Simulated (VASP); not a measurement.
# K (Cmcm) in VASP: notebook

Runs on K. Level: PBEsol. Tasks: single point.

All numbers are computed with VASP 6.6.1; they aren't measurements. Logs are shortened: lines on timing, memory, paths and dates and some standing lists are left out, and cuts for length are marked.

### 1 The cell of the first run

The structure is orthorhombic, space group Cmcm (No. 63). The conventional cell has a = 5.147 Å, b = 8.546 Å, c = 7.010 Å, α = 90.00°, β = 90.00°, γ = 90.00°.

### 2 Single point, PBEsol

INCAR reads:

```
  ALGO = Fast
  EDIFF = 1E-6
  ENCUT = 520
  GGA = PS
  ISIF = 2
  ISMEAR = 0
  LASPH = T
  LCHARG = F
  LREAL = F
  LWAVE = F
  NBANDS = 16
  NELM = 80
  PREC = Accurate
  SIGMA = 0.15
```

KPOINTS reads:

```
k-points
0
Gamma
  12 12 8
```

POSCAR reads:

```
K
1.0
    2.5736768682     -4.2729295580      0.0000000000
    2.5736768682      4.2729295580      0.0000000000
    0.0000000000      0.0000000000      7.0096600391
K
2
Direct
    0.8206130200      0.1793869800      0.2500000000
    0.1793869800      0.8206130200      0.7500000000
```

Potentials or basis: VASP PAW PBE potentials, release 64 (K_sv).

Command:

```
> cat potpaw_PBE.64/K_sv/POTCAR > POTCAR
> mpirun -np 1 vasp_std > vasp.out
```

OUTCAR:

```text
EDIFF = 1E-6
   ENCUT = 520
   GGA = PS
   ISIF = 2
   ISMEAR = 0
   LASPH = T
   LREAL = F
   NELM = 80
   PREC = Accurate

 ion  position               nearest neighbor table
   1  0.821  0.179  0.250-
   2  0.179  0.821  0.750-

  LATTYP: Found a base centered orthorhombic cell.
 ALAT       =     5.1473537364
 B/A-ratio  =     1.6602432150
 C/A-ratio  =     1.3617987801

  Lattice vectors:

 A1 = (   2.5736768682,  -4.2729295580,   0.0000000000)
 A2 = (   2.5736768682,   4.2729295580,   0.0000000000)
 A3 = (   0.0000000000,   0.0000000000,   7.0096600391)

Analysis of symmetry for initial positions (statically):
=====================================================================
 Subroutine PRICEL returns:
 Original cell was already a primitive cell.

 Routine SETGRP: Setting up the symmetry group for a
 base centered orthorhombic supercell.

 Subroutine GETGRP returns: Found  8 space group operations
 (whereof  4 operations were pure point group operations)
 out of a pool of  8 trial point group operations.

The static configuration has the point symmetry C_2h.
 The point group associated with its full space group is D_2h.

Analysis of symmetry for dynamics (positions and initial velocities):
=====================================================================
 Subroutine PRICEL returns:
 Original cell was already a primitive cell.

 Routine SETGRP: Setting up the symmetry group for a
 base centered orthorhombic supercell.

 Subroutine GETGRP returns: Found  8 space group operations
 (whereof  4 operations were pure point group operations)
 out of a pool of  8 trial point group operations.

The dynamic configuration has the point symmetry C_2h.
 The point group associated with its full space group is D_2h.

 Subroutine INISYM returns: Found  8 space group operations
 (whereof  4 operations are pure point group operations),
 and found     1 'primitive' translations

----------------------------------------------------------------------------------------

                                     Primitive cell

  volume of cell :     154.1724

  direct lattice vectors                    reciprocal lattice vectors
     2.573676868 -4.272929558  0.000000000     0.194274583 -0.117015737  0.000000000
     2.573676868  4.272929558  0.000000000     0.194274583  0.117015737  0.000000000
     0.000000000  0.000000000  7.009660039     0.000000000  0.000000000  0.142660271

  length of vectors
     4.988159944  4.988159944  7.009660039     0.226793510  0.226793510  0.142660271

  position of ions in fractional coordinates (direct lattice)
     0.820613020  0.179386980  0.250000000
     0.179386980  0.820613020  0.750000000

  ion indices of the primitive-cell ions
   primitive index   ion index
                 1           1
                 2           2

----------------------------------------------------------------------------------------

 KPOINTS: k-points

Automatic generation of k-mesh.
 Grid dimensions read from file:
 generate k-points for:   12   12    8

 Generating k-lattice:

  Cartesian coordinates                     Fractional coordinates (reciprocal lattice)
     0.016189549 -0.009751311  0.000000000     0.083333333  0.000000000  0.000000000
     0.016189549  0.009751311  0.000000000     0.000000000  0.083333333  0.000000000
     0.000000000  0.000000000  0.017832534     0.000000000  0.000000000  0.125000000

  Length of vectors
     0.018899459  0.018899459  0.017832534

  Shift w.r.t. Gamma in fractional coordinates (k-lattice)
     0.000000000  0.000000000  0.000000000

 Subroutine IBZKPT returns following result:
 ===========================================

 Found    215 irreducible k-points:

 Following reciprocal coordinates:
            Coordinates               Weight
  0.000000  0.000000  0.000000      1.000000
  0.083333 -0.000000  0.000000      4.000000
  0.166667 -0.000000  0.000000      4.000000
  0.250000 -0.000000  0.000000      4.000000
  0.333333 -0.000000  0.000000      4.000000
  0.416667 -0.000000  0.000000      4.000000
[... 16 lines left out ...]
  0.500000  0.166667  0.000000      4.000000
 -0.416667  0.166667  0.000000      4.000000
 [... further k-points ...]
   k-points           NKPTS =    215   k-points in BZ     NKDIM =    215   number of bands    NBANDS=     16
   number of dos      NEDOS =    301   number of ions     NIONS =      2
   total plane-waves  NPLWV =  86400
   dimension x,y,z NGX =    40 NGY =   40 NGZ =   54
   dimension x,y,z NGXF=    80 NGYF=   80 NGZF=  108
   ions per type =               2
   NGX,Y,Z   is equivalent  to a cutoff of  13.33, 13.33, 12.81 a.u.
   NGXF,Y,Z  is equivalent  to a cutoff of  26.66, 26.66, 25.61 a.u.
 SYSTEM =  unknown system
   PREC   = accura    normal or accurate (medium, high low for compatibility)
   ISTART =      0    job   : 0-new  1-cont  2-samecut
   ICHARG =      2    charge: 1-file 2-atom 10-const
   ISPIN  =      1    spin polarized calculation?
   LNONCOLLINEAR =      F non collinear calculations
   LSORBIT =      F    spin-orbit coupling
   LASPH  =      T    aspherical Exc in radial PAW
   ENCUT  =  520.0 eV  38.22 Ry    6.18 a.u.   9.27  9.27 13.03*2*pi/ulx,y,z
   NELM   =     80;   NELMIN=  2; NELMDL= -5     # of ELM steps
   EDIFF  = 0.1E-05   stopping-criterion for ELM
   LREAL  =      F    real-space projection
   EDIFFG = 0.1E-04   stopping-criterion for IOM
   NSW    =      0    number of steps for IOM
   IBRION =     -1    ionic relax: 0-MD 1-quasi-New 2-CG
   NFREE  =      0    steps in history (QN), initial steepest desc. (CG)
   ISIF   =      2    stress and relaxation
   ISYM   =      2    0-nonsym 1-usesym 2-fastsym
   POTIM  = 0.5000    time-step for ionic-motion
   TEBEG  =    0.0;   TEEND  =   0.0 temperature during run
   PSTRESS=    0.0 pullay stress
   NELECT =      18.0000    total number of electrons
   NUPDOWN=      -1.0000    fix difference up-down
   EMIN   =  10.00;   EMAX   =-10.00  energy-range for DOS
   EFERMI =   0.00;   METHOD = LEGACY
   ISMEAR =     0;   SIGMA  =   0.15  broadening in eV -4-tet -1-fermi 0-gaus
   EFERMI_NEDOS =   21; number of points for ismear=-14 and -15
   IALGO  =     68    algorithm
   IMIX   =      4    mixing-type and parameters
     AMIX     =   0.40;   BMIX     =  1.00
     AMIX_MAG =   1.60;   BMIX_MAG =  1.00
  volume/ion in A,a.u.               =      77.09       520.20
  Fermi-wavevector in a.u.,A,eV,Ry     =   0.800135  1.512036  8.710674  0.640216
  Thomas-Fermi vector in A             =   1.907373
   LORBIT       =      0    0 simple, 1 ext, 2 COOP (PROOUT), +10 PAW based schemes
   GGA     = PS    functional components
   LHFCALC =     F    Hartree Fock is set to
   AEXX    =    0.0000 exact exchange contribution
   IVDW    =     0    specifies the selected vdW correction
   LEPSILON=     F    determine dielectric tensor
   LRPA    =     F    only Hartree local field effects (RPA)
 non-spin polarized calculation
 RMM-DIIS sequential band-by-band and
 Gauss-broadening in eV      SIGMA  =   0.15
  energy-cutoff  :      520.00
  volume of cell :      154.17
 maximum number of plane-waves:      4182
 NGX is ok and might be reduce to    40

 number of electron      18.0000000 magnetization

 Free energy of the ion-electron system (eV)
  ---------------------------------------------------
  ext. energy  EPLUGINS =         0.00000000
  ---------------------------------------------------
  free energy    TOTEN  =        -2.23620325 eV

  energy without entropy =       -2.21876059  energy(sigma->0) =       -2.22748192

 E-fermi :  -0.2561     XC(G=0):  -5.5783

 val. band max:       -0.2748634162   @ k =   0.3333   0.2500   0.1250
 cond. band min:      -0.2548181355   @ k =   0.5000   0.5000   0.1250
 fundamental gap:      0.0200452807
 Fermi energy:        -0.2561081099

 k-point     1 :       0.0000    0.0000    0.0000
  band No.  band energies     occupation
      1     -32.3008      2.00000
      2     -32.2949      2.00000
      3     -15.8905      2.00000
      4     -15.8360      2.00000
      5     -15.8260      2.00000
      6     -15.8133      2.00000
[... 8 lines left out ...]
     15       3.9681      0.00000
     16       4.0505      0.00000

 k-point     2 :       0.0833   -0.0000    0.0000
  band No.  band energies     occupation
      1     -32.3007      2.00000
      2     -32.2949      2.00000
      3     -15.8890      2.00000
      4     -15.8370      2.00000
      5     -15.8272      2.00000
      6     -15.8147      2.00000
[... 8 lines left out ...]
     15       3.9401      0.00000
     16       4.0559      0.00000

 k-point     3 :       0.1667   -0.0000    0.0000
  band No.  band energies     occupation
      1     -32.3002      2.00000
      2     -32.2950      2.00000
      3     -15.8847      2.00000
      4     -15.8399      2.00000
      5     -15.8301      2.00000
      6     -15.8195      2.00000
[... 8 lines left out ...]
     15       3.6404      0.00000
     16       4.0293      0.00000

 k-point     4 :       0.2500   -0.0000    0.0000
  band No.  band energies     occupation
      1     -32.2996      2.00000
      2     -32.2953      2.00000
      3     -15.8782      2.00000
      4     -15.8443      2.00000
      5     -15.8334      2.00000
      6     -15.8262      2.00000
[... 8 lines left out ...]
     15       3.6785      0.00000
     16       3.8036      0.00000
[... 324 lines left out ...]
 k-point    22 :       0.4167    0.1667    0.0000
  band No.  band energies     occupation
      1     -32.2974      2.00000
      2     -32.2964      2.00000
      3     -15.8544      2.00000
      4     -15.8542      2.00000
      5     -15.8402      2.00000
      6     -15.8400      2.00000
[... 8 lines left out ...]
     15       3.1178      0.00000
     16       3.3770      0.00000

 k-point    23 :       0.5000    0.1667    0.0000
  band No.  band energies     occupation
      1     -32.2979      2.00000
      2     -32.2960      2.00000
      3     -15.8605      2.00000
      4     -15.8536      2.00000
      5     -15.8416      2.00000
      6     -15.8356      2.00000
[... 8 lines left out ...]
     15       3.1786      0.00000
     16       3.7436      0.00000

 k-point    24 :      -0.4167    0.1667    0.0000
  band No.  band energies     occupation
      1     -32.2986      2.00000
      2     -32.2955      2.00000
      3     -15.8686      2.00000
      4     -15.8503      2.00000
      5     -15.8418      2.00000
      6     -15.8314      2.00000
[... 8 lines left out ...]
     15       3.3018      0.00000
     16       4.0355      0.00000

 [... further k-points ...]

------------------------ aborting loop because EDIFF is reached ----------------------------------------

  FORCE on cell =-STRESS in cart. coord.  units (eV):
  Direction    XX          YY          ZZ          XY          YZ          ZX
  --------------------------------------------------------------------------------------
  -------------------------------------------------------------------------------------
  Total       -0.3531847     -0.4318463      0.1467346      0.0000000      0.0000000      0.0000000
  in kB       -3.6703355     -4.4877961      1.5248829      0.0000000      0.0000000      0.0000000
  external PRESSURE =      -2.2110829 kB  Pullay stress =       0.0000000 kB

 VOLUME and BASIS-vectors are now :
 -----------------------------------------------------------------------------
  energy-cutoff  :      520.00
  volume of cell :      154.17
      direct lattice vectors                 reciprocal lattice vectors
     2.573676868 -4.272929558  0.000000000     0.194274583 -0.117015737  0.000000000
     2.573676868  4.272929558  0.000000000     0.194274583  0.117015737  0.000000000
     0.000000000  0.000000000  7.009660039     0.000000000  0.000000000  0.142660271

 POSITION                                       TOTAL-FORCE (eV/Angst)
 -----------------------------------------------------------------------------------
      2.57368     -2.73991      1.75242         0.000000     -0.006924      0.000000
      2.57368      2.73991      5.25725         0.000000      0.006924      0.000000
 -----------------------------------------------------------------------------------
    total drift:                                0.000000     -0.000000      0.000000

  FREE ENERGIE OF THE ION-ELECTRON SYSTEM (eV)
  ---------------------------------------------------
  free  energy   TOTEN  =        -2.2362032521 eV

  energy  without entropy=       -2.2187605945  energy(sigma->0) =       -2.22748192
```

Run time: 4.9 min. Hardware: 1 thread of Intel Xeon 6975P-C (Granite Rapids), shared host; peak memory 0.57 GiB.

Results:

```
Free energy            : -2.2362 eV
Pressure               : -0.2 GPa
Largest force          : 0.007 eV/Å
Band gap on the k mesh : zero (bands 9 and 10 overlap by 2.32 eV)
```

Forces on the atoms (eV/Å):
```
K    0.000 -0.007  0.000
K    0.000  0.007  0.000
```

Caveat: the PAW data sets were made with another functional, which shifts forces and pressure a little.

### 3 Single point, PBEsol

This run uses another cell than the first one, of the same volume but with other edges.

INCAR reads:

```
SYSTEM = K
  ALGO = Fast
  EDIFF = 1E-7
  ENCUT = 520
  GGA = PS
  ISIF = 2
  ISMEAR = 0
  LASPH = .TRUE.
  LCHARG = .FALSE.
  LREAL = .FALSE.
  LWAVE = .FALSE.
  NBANDS = 16
  NELM = 80
  PREC = Accurate
  SIGMA = 0.15
```

KPOINTS reads:

```
k-points
0
G
  12 12 8
  0 0 0
```

POSCAR reads:

```
K
1.0
    2.2942104084     -3.8089472643      0.0000000000
    2.2942104084      3.8089472643      0.0000000000
    0.0000000000      0.0000000000      8.8214200533
K
2
Direct
    0.8206130200      0.1793869800      0.2500000000
    0.1793869800      0.8206130200      0.7500000000
```

Potentials or basis: VASP PAW PBE potentials, release 64 (K_sv).

Command:

```
> cat potpaw_PBE.64/K_sv/POTCAR > POTCAR
> mpirun -np 1 vasp_std > vasp.out
```

Run time: 4.7 min. Hardware: 1 thread of Intel Xeon 6975P-C (Granite Rapids), shared host; peak memory 0.58 GiB.

The run converged. Its results:

```yaml
Free_energy: -2.2077 eV
Pressure: -0.2 GPa
Band_gap_on_the_k_mesh: zero (bands 9 and 10 overlap by 2.88 eV)
```

Stress tensor (GPa, compression positive):
```
 0.10  0.00  0.00
 0.00  0.21  0.00
 0.00  0.00 -0.82
```

Levels at points of the mesh, in eV from the Fermi level:
```csv
k point,band 6,band 7,band 8,band 9,band 10,band 11,band 12,band 13
"(0.00, 0.00, 0.00)",-15.57,-15.57,-15.57,-2.10,-0.27,0.08,3.28,4.13
"(0.50, 0.00, 0.00)",-15.58,-15.58,-15.58,0.35,0.44,1.55,1.89,2.00
"(0.50, 0.50, 0.00)",-15.59,-15.58,-15.57,0.47,0.60,1.55,1.87,2.28
"(0.00, 0.00, 0.50)",-15.57,-15.57,-15.57,-1.57,-1.57,1.90,1.90,4.23
"(0.50, 0.00, 0.50)",-15.58,-15.58,-15.58,0.69,0.69,0.92,0.92,2.78
"(0.50, 0.50, 0.50)",-15.59,-15.58,-15.58,0.82,0.82,1.05,1.05,2.85
```

Caveat: the PAW data sets were made with another functional, which shifts forces and pressure a little.

(Part 1 of 2 ends here.)

The gap in the log of VASP goes by the Fermi energy; the results here count the filled bands.